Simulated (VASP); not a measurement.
# Re (Fm-3m) in VASP: notebook

Runs on Re. Level: LDA. Tasks: relaxation of volume and atoms at fixed shape, single point.

All numbers are computed with VASP 6.6.1; they aren't measurements. Logs are shortened: lines on timing, memory, paths and dates and some standing lists are left out, and cuts for length are marked.

## Step 1: The cell of the first run

It takes space group Fm-3m (No. 225, cubic). Conventional cell: a = 3.950 Å, b = 3.950 Å, c = 3.950 Å, α = 90.00°, β = 90.00°, γ = 90.00°. Within 3.7 Å of Re (site symmetry m-3m) lie 12 Re at 2.79 Å.

This isn't the form of Re at room conditions, which is hcp.

## Step 2: Relaxation of volume and atoms at fixed shape, LDA

INCAR reads:

```
ALGO     = Normal         # electronic algorithm
EDIFF    = 1E-7           # SCF threshold, eV
EDIFFG   = -0.02          # ionic threshold
ENCUT    = 560            # plane-wave cutoff, eV
GGA      = CA             # functional
GGA_COMPAT= F            
IBRION   = 2              # ionic algorithm
ISIF     = 8              # what is computed and relaxed
ISMEAR   = 0              # smearing method
LASPH    = T              # aspherical terms in the spheres
LCHARG   = F              # write CHGCAR
LREAL    = F              # projectors in reciprocal space
LWAVE    = F              # write WAVECAR
NELM     = 120            # most SCF steps
NELMIN   = 4            
NSW      = 80             # ionic steps
PREC     = Accurate       # precision mode
SIGMA    = 0.05           # smearing width, eV
```

KPOINTS reads:

```
k-points
0
Gamma
  20 20 20
```

POSCAR reads:

```
Re
1.0
    0.0000000000      1.9750000000      1.9750000000
    1.9750000000      0.0000000000      1.9750000000
    1.9750000000      1.9750000000      0.0000000000
Re
1
Direct
    0.0000000000      0.0000000000      0.0000000000
```

Potentials or basis: VASP PAW LDA potentials, release 64 (Re_sv_GW).

On the command line:

```bash
> cat potpaw_LDA.64/Re_sv_GW/POTCAR > POTCAR
> mpirun -np 1 vasp_std > vasp.out
```

OUTCAR:

```text
EDIFF = 1E-7
   EDIFFG = -0.02
   ENCUT = 560
   GGA = CA
   IBRION = 2
   ISIF = 8
   ISMEAR = 0
   LASPH = T
   LREAL = F
   NELM = 120
   NELMIN = 4
   NSW = 80
   PREC = Accurate

 ion  position               nearest neighbor table
   1  0.000  0.000  0.000-

  LATTYP: Found a face centered cubic cell.
 ALAT       =     3.9500000000

  Lattice vectors:

 A1 = (   0.0000000000,   1.9750000000,   1.9750000000)
 A2 = (   1.9750000000,   0.0000000000,   1.9750000000)
 A3 = (   1.9750000000,   1.9750000000,   0.0000000000)

Analysis of symmetry for initial positions (statically):
=====================================================================
 Subroutine PRICEL returns:
 Original cell was already a primitive cell.

 Routine SETGRP: Setting up the symmetry group for a
 face centered cubic supercell.

 Subroutine GETGRP returns: Found 48 space group operations
 (whereof 48 operations were pure point group operations)
 out of a pool of 48 trial point group operations.

The static configuration has the point symmetry O_h .

Analysis of symmetry for dynamics (positions and initial velocities):
=====================================================================
 Subroutine PRICEL returns:
 Original cell was already a primitive cell.

 Routine SETGRP: Setting up the symmetry group for a
 face centered cubic supercell.

 Subroutine GETGRP returns: Found 48 space group operations
 (whereof 48 operations were pure point group operations)
 out of a pool of 48 trial point group operations.

The dynamic configuration has the point symmetry O_h .

 Subroutine INISYM returns: Found 48 space group operations
 (whereof 48 operations are pure point group operations),
 and found     1 'primitive' translations

----------------------------------------------------------------------------------------

                                     Primitive cell

  volume of cell :      15.4075

  direct lattice vectors                    reciprocal lattice vectors
     0.000000000  1.975000000  1.975000000    -0.253164557  0.253164557  0.253164557
     1.975000000  0.000000000  1.975000000     0.253164557 -0.253164557  0.253164557
     1.975000000  1.975000000  0.000000000     0.253164557  0.253164557 -0.253164557

  length of vectors
     2.793071786  2.793071786  2.793071786     0.438493875  0.438493875  0.438493875

  position of ions in fractional coordinates (direct lattice)
     0.000000000  0.000000000  0.000000000

  ion indices of the primitive-cell ions
   primitive index   ion index
                 1           1

----------------------------------------------------------------------------------------

 KPOINTS: k-points

Automatic generation of k-mesh.
 Grid dimensions read from file:
 generate k-points for:   20   20   20

 Generating k-lattice:

  Cartesian coordinates                     Fractional coordinates (reciprocal lattice)
    -0.012658228  0.012658228  0.012658228     0.050000000  0.000000000  0.000000000
     0.012658228 -0.012658228  0.012658228     0.000000000  0.050000000  0.000000000
     0.012658228  0.012658228 -0.012658228     0.000000000  0.000000000  0.050000000

  Length of vectors
     0.021924694  0.021924694  0.021924694

  Shift w.r.t. Gamma in fractional coordinates (k-lattice)
     0.000000000  0.000000000  0.000000000

 Subroutine IBZKPT returns following result:
 ===========================================

 Found    256 irreducible k-points:

 Following reciprocal coordinates:
            Coordinates               Weight
  0.000000  0.000000  0.000000      1.000000
  0.050000  0.000000  0.000000      8.000000
  0.100000  0.000000  0.000000      8.000000
  0.150000  0.000000  0.000000      8.000000
  0.200000  0.000000  0.000000      8.000000
  0.250000  0.000000  0.000000      8.000000
[... 16 lines left out ...]
 -0.400000  0.050000  0.000000     24.000000
 -0.350000  0.050000  0.000000     24.000000
 [... further k-points ...]
   k-points           NKPTS =    256   k-points in BZ     NKDIM =    256   number of bands    NBANDS=     11
   number of dos      NEDOS =    301   number of ions     NIONS =      1
   total plane-waves  NPLWV =  13824
   dimension x,y,z NGX =    24 NGY =   24 NGZ =   24
   dimension x,y,z NGXF=    48 NGYF=   48 NGZF=   48
   ions per type =               1
   NGX,Y,Z   is equivalent  to a cutoff of  14.28, 14.28, 14.28 a.u.
   NGXF,Y,Z  is equivalent  to a cutoff of  28.57, 28.57, 28.57 a.u.
 SYSTEM =  unknown system
   PREC   = accura    normal or accurate (medium, high low for compatibility)
   ISTART =      0    job   : 0-new  1-cont  2-samecut
   ICHARG =      2    charge: 1-file 2-atom 10-const
   ISPIN  =      1    spin polarized calculation?
   LNONCOLLINEAR =      F non collinear calculations
   LSORBIT =      F    spin-orbit coupling
   LASPH  =      T    aspherical Exc in radial PAW
   ENCUT  =  560.0 eV  41.16 Ry    6.42 a.u.   5.39  5.39  5.39*2*pi/ulx,y,z
   NELM   =    120;   NELMIN=  4; NELMDL= -5     # of ELM steps
   EDIFF  = 0.1E-06   stopping-criterion for ELM
   LREAL  =      F    real-space projection
   EDIFFG = -.2E-01   stopping-criterion for IOM
   NSW    =     80    number of steps for IOM
   IBRION =      2    ionic relax: 0-MD 1-quasi-New 2-CG
   NFREE  =      1    steps in history (QN), initial steepest desc. (CG)
   ISIF   =      8    stress and relaxation
   ISYM   =      2    0-nonsym 1-usesym 2-fastsym
   POTIM  = 0.5000    time-step for ionic-motion
   TEBEG  =    0.0;   TEEND  =   0.0 temperature during run
   PSTRESS=    0.0 pullay stress
   NELECT =      15.0000    total number of electrons
   NUPDOWN=      -1.0000    fix difference up-down
   EMIN   =  10.00;   EMAX   =-10.00  energy-range for DOS
   EFERMI =   0.00;   METHOD = LEGACY
   ISMEAR =     0;   SIGMA  =   0.05  broadening in eV -4-tet -1-fermi 0-gaus
   EFERMI_NEDOS =   21; number of points for ismear=-14 and -15
   IALGO  =     38    algorithm
   IMIX   =      4    mixing-type and parameters
     AMIX     =   0.40;   BMIX     =  1.00
     AMIX_MAG =   1.60;   BMIX_MAG =  1.00
  volume/ion in A,a.u.               =      15.41       103.97
  Fermi-wavevector in a.u.,A,eV,Ry     =   1.622538  3.066152 35.819090  2.632629
  Thomas-Fermi vector in A             =   2.716135
   LORBIT       =      0    0 simple, 1 ext, 2 COOP (PROOUT), +10 PAW based schemes
   GGA     = CA    functional components
   LHFCALC =     F    Hartree Fock is set to
   AEXX    =    0.0000 exact exchange contribution
   IVDW    =     0    specifies the selected vdW correction
   LEPSILON=     F    determine dielectric tensor
   LRPA    =     F    only Hartree local field effects (RPA)
 conjugate gradient relaxation of ions
 non-spin polarized calculation
 Gauss-broadening in eV      SIGMA  =   0.05
  energy-cutoff  :      560.00
  volume of cell :       15.41
 maximum number of plane-waves:       483
 NGX is ok and might be reduce to    24
   NGX = 11   NGY = 11   NGZ = 11

--------------------------------------- Ionic step        1  -------------------------------------------

 number of electron      15.0000001 magnetization

 Free energy of the ion-electron system (eV)
  ---------------------------------------------------
  ext. energy  EPLUGINS =         0.00000000
  ---------------------------------------------------
  free energy    TOTEN  =       -15.23485713 eV

  energy without entropy =      -15.23340491  energy(sigma->0) =      -15.23413102

------------------------ aborting loop because EDIFF is reached ----------------------------------------

  FORCE on cell =-STRESS in cart. coord.  units (eV):
  Direction    XX          YY          ZZ          XY          YZ          ZX
  --------------------------------------------------------------------------------------
  -------------------------------------------------------------------------------------
  Total       -2.3101279     -2.3101279     -2.3101279      0.0000000      0.0000000      0.0000000
  in kB     -240.2234065   -240.2234065   -240.2234065      0.0000000      0.0000000      0.0000000
  external PRESSURE =    -240.2234065 kB  Pullay stress =       0.0000000 kB
[... 125 lines left out ...]
  energy  without entropy=      -15.3142519647  energy(sigma->0) =      -15.31498056

--------------------------------------- Ionic step        5  -------------------------------------------

 number of electron      14.9999999 magnetization

 Free energy of the ion-electron system (eV)
  ---------------------------------------------------
  ext. energy  EPLUGINS =         0.00000000
  ---------------------------------------------------
  free energy    TOTEN  =       -15.31586861 eV

  energy without entropy =      -15.31441074  energy(sigma->0) =      -15.31513967

 E-fermi :  13.4617     XC(G=0): -14.5532

 val. band max:       13.4587236716   @ k =  -0.3000   0.3000   0.1000
 cond. band min:      13.4687266308   @ k =  -0.2000   0.2000   0.0000
 fundamental gap:      0.0100029592
 Fermi energy:        13.4616900955

 k-point     1 :       0.0000    0.0000    0.0000
  band No.  band energies     occupation
      1     -66.2677      2.00000
      2     -27.6829      2.00000
      3     -27.6829      2.00000
      4     -27.6829      2.00000
      5       3.2437      2.00000
      6      11.4530      2.00000
      7      11.4530      2.00000
      8      11.4530      2.00000
      9      14.7383      0.00000
     10      14.7383      0.00000
     11      26.5490      0.00000
[... 309 lines left out ...]
 k-point    24 :      -0.3500    0.0500    0.0000
  band No.  band energies     occupation
      1     -66.1558      2.00000
      2     -28.7999      2.00000
      3     -27.8701      2.00000
      4     -27.8251      2.00000
      5       6.4996      2.00000
      6      11.4185      2.00000
      7      11.5607      2.00000
      8      11.8644      2.00000
      9      15.9471      0.00000
     10      16.9068      0.00000
     11      25.2137      0.00000

 [... further k-points ...]

------------------------ aborting loop because EDIFF is reached ----------------------------------------

  FORCE on cell =-STRESS in cart. coord.  units (eV):
  Direction    XX          YY          ZZ          XY          YZ          ZX
  --------------------------------------------------------------------------------------
  -------------------------------------------------------------------------------------
  Total        0.0006841      0.0006841      0.0006841      0.0000000      0.0000000     -0.0000000
  in kB        0.0761589      0.0761589      0.0761589      0.0000000      0.0000000     -0.0000000
  external PRESSURE =       0.0761589 kB  Pullay stress =       0.0000000 kB
[... 16 lines left out ...]
  FREE ENERGIE OF THE ION-ELECTRON SYSTEM (eV)
  ---------------------------------------------------
  free  energy   TOTEN  =       -15.3158686073 eV

  energy  without entropy=      -15.3144107399  energy(sigma->0) =      -15.31513967

 reached required accuracy - stopping structural energy minimisation
```

It took 60 s on 1 thread of Intel Xeon 6975P-C (Granite Rapids), shared host; peak memory 0.19 GiB.

Results:

- Free energy: -15.3159 eV
- Relaxed volume: 14.39 Å³/atom
- Relaxed cell: a = 2.730 Å, b = 2.730 Å, c = 2.730 Å, α = 60.00°, β = 60.00°, γ = 60.00°
- Space group after relaxing (to 0.1 Å): Fm-3m (No. 225)
- Pressure after relaxing: 0.0 GPa
- Band gap on the k mesh: zero (an odd number of electrons rules out a gap without spin polarisation)

Final structure:
```
CELL_PARAMETERS angstrom
0.00000 1.93060 1.93060
1.93060 0.00000 1.93060
1.93060 1.93060 0.00000
ATOMIC_POSITIONS crystal
Re 0.00000 0.00000 0.00000
```

Levels at points of the mesh, in eV from the Fermi level:
```tsv
k point	band 5	band 6	band 7	band 8	band 9	band 10	band 11
(0.00, 0.00, 0.00)	-10.22	-2.01	-2.01	-2.01	1.28	1.28	13.09
(0.50, 0.00, 0.00)	-7.04	-2.23	-2.23	0.38	3.94	3.94	10.31
(0.50, 0.50, 0.00)	-7.04	-6.16	3.00	3.89	4.73	4.73	12.23
```

Caveat: spin-orbit coupling is left out, which moves the levels of the heavy elements.

## Step 3: Single point, LDA

This run uses another cell than the first one, of 14.38 Å³/atom.

INCAR reads:

```
ALGO = Normal
EDIFF = 1E-6
ENCUT = 560
GGA = CA
GGA_COMPAT = False
ISIF = 2
ISMEAR = 0
LASPH = True
LCHARG = False
LREAL = False
LWAVE = False
NBANDS = 14
NELM = 120
PREC = Accurate
SIGMA = 0.05
```

KPOINTS is that of step 2.

POSCAR reads:

```
Re
1.0
    0.0000000000      1.9299796994      1.9299796994
    1.9299796994      0.0000000000      1.9299796994
    1.9299796994      1.9299796994      0.0000000000
Re
1
Direct
    0.0000000000      0.0000000000      0.0000000000
```

Potentials or basis: VASP PAW LDA potentials, release 64 (Re_sv_GW).

On the command line:

```bash
> cat potpaw_LDA.64/Re_sv_GW/POTCAR > POTCAR
> mpirun -np 1 vasp_std > vasp.out
```

OUTCAR:

```text
EDIFF = 1E-6
   ENCUT = 560
   GGA = CA
   ISIF = 2
   ISMEAR = 0
   LASPH = True
   LREAL = False
   NELM = 120
   PREC = Accurate

 ion  position               nearest neighbor table
   1  0.000  0.000  0.000-

  LATTYP: Found a face centered cubic cell.
 ALAT       =     3.8599593988

  Lattice vectors:

 A1 = (   0.0000000000,   1.9299796994,   1.9299796994)
 A2 = (   1.9299796994,   0.0000000000,   1.9299796994)
 A3 = (   1.9299796994,   1.9299796994,   0.0000000000)

Analysis of symmetry for initial positions (statically):
=====================================================================
 Subroutine PRICEL returns:
 Original cell was already a primitive cell.

 Routine SETGRP: Setting up the symmetry group for a
 face centered cubic supercell.

 Subroutine GETGRP returns: Found 48 space group operations
 (whereof 48 operations were pure point group operations)
 out of a pool of 48 trial point group operations.

The static configuration has the point symmetry O_h .

Analysis of symmetry for dynamics (positions and initial velocities):
=====================================================================
 Subroutine PRICEL returns:
 Original cell was already a primitive cell.

 Routine SETGRP: Setting up the symmetry group for a
 face centered cubic supercell.

 Subroutine GETGRP returns: Found 48 space group operations
 (whereof 48 operations were pure point group operations)
 out of a pool of 48 trial point group operations.

The dynamic configuration has the point symmetry O_h .

 Subroutine INISYM returns: Found 48 space group operations
 (whereof 48 operations are pure point group operations),
 and found     1 'primitive' translations

----------------------------------------------------------------------------------------

                                     Primitive cell

  volume of cell :      14.3777

  direct lattice vectors                    reciprocal lattice vectors
     0.000000000  1.929979699  1.929979699    -0.259070083  0.259070083  0.259070083
     1.929979699  0.000000000  1.929979699     0.259070083 -0.259070083  0.259070083
[... 114 lines left out ...]
 non-spin polarized calculation
 Gauss-broadening in eV      SIGMA  =   0.05
  energy-cutoff  :      560.00
  volume of cell :       14.38
 maximum number of plane-waves:       445
 NGX is ok and might be reduce to    24
   NGX = 11   NGY = 11   NGZ = 11

 number of electron      14.9999999 magnetization

 Free energy of the ion-electron system (eV)
  ---------------------------------------------------
  ext. energy  EPLUGINS =         0.00000000
  ---------------------------------------------------
  free energy    TOTEN  =       -15.30855120 eV

  energy without entropy =      -15.30709378  energy(sigma->0) =      -15.30782249

 E-fermi :  13.4789     XC(G=0): -14.5590

 val. band max:       13.4756160418   @ k =  -0.3000   0.3000   0.1000
 cond. band min:      13.4855364625   @ k =  -0.2000   0.2000   0.0000
 fundamental gap:      0.0099204207
 Fermi energy:        13.4789237274

 k-point     1 :       0.0000    0.0000    0.0000
  band No.  band energies     occupation
      1     -66.2471      2.00000
      2     -27.6625      2.00000
      3     -27.6625      2.00000
      4     -27.6625      2.00000
      5       3.2552      2.00000
      6      11.4674      2.00000
      7      11.4674      2.00000
      8      11.4674      2.00000
      9      14.7573      0.00000
     10      14.7573      0.00000
     11      26.5662      0.00000
     12      32.2105      0.00000
     13      32.2105      0.00000
     14      32.2105      0.00000
[... 377 lines left out ...]
      1     -66.1348      2.00000
      2     -28.7839      2.00000
      3     -27.8507      2.00000
      4     -27.8050      2.00000
      5       6.5111      2.00000
      6      11.4327      2.00000
      7      11.5750      2.00000
      8      11.8817      2.00000
      9      15.9674      0.00000
     10      16.9287      0.00000
     11      25.2378      0.00000
     12      28.5965      0.00000
     13      34.4306      0.00000
     14      35.9052      0.00000

 [... further k-points ...]

------------------------ aborting loop because EDIFF is reached ----------------------------------------

  FORCE on cell =-STRESS in cart. coord.  units (eV):
  Direction    XX          YY          ZZ          XY          YZ          ZX
  --------------------------------------------------------------------------------------
  -------------------------------------------------------------------------------------
  Total       -0.0001747     -0.0001747     -0.0001747      0.0000000      0.0000000      0.0000000
  in kB       -0.0194685     -0.0194685     -0.0194685      0.0000000      0.0000000      0.0000000
  external PRESSURE =      -0.0194685 kB  Pullay stress =       0.0000000 kB

 VOLUME and BASIS-vectors are now :
 -----------------------------------------------------------------------------
  energy-cutoff  :      560.00
  volume of cell :       14.38
      direct lattice vectors                 reciprocal lattice vectors
     0.000000000  1.929979699  1.929979699    -0.259070083  0.259070083  0.259070083
     1.929979699  0.000000000  1.929979699     0.259070083 -0.259070083  0.259070083
     1.929979699  1.929979699  0.000000000     0.259070083  0.259070083 -0.259070083

 POSITION                                       TOTAL-FORCE (eV/Angst)
 -----------------------------------------------------------------------------------
      0.00000      0.00000      0.00000        -0.000000     -0.000000     -0.000000
 -----------------------------------------------------------------------------------
    total drift:                                0.000000      0.000000     -0.000000

  FREE ENERGIE OF THE ION-ELECTRON SYSTEM (eV)
  ---------------------------------------------------
  free  energy   TOTEN  =       -15.3085511964 eV

  energy  without entropy=      -15.3070937809  energy(sigma->0) =      -15.30782249
```

Run time: 16 s. Hardware: 1 thread of Intel Xeon 6975P-C (Granite Rapids), shared host; peak memory 0.18 GiB.

What came out:

```yaml
Free_energy: -15.3086 eV
Pressure: 0.0 GPa
Band_gap_on_the_k_mesh: zero (an odd number of electrons rules out a gap without spin polarisation)
```

Caveat: spin-orbit coupling is left out, which moves the levels of the heavy elements.
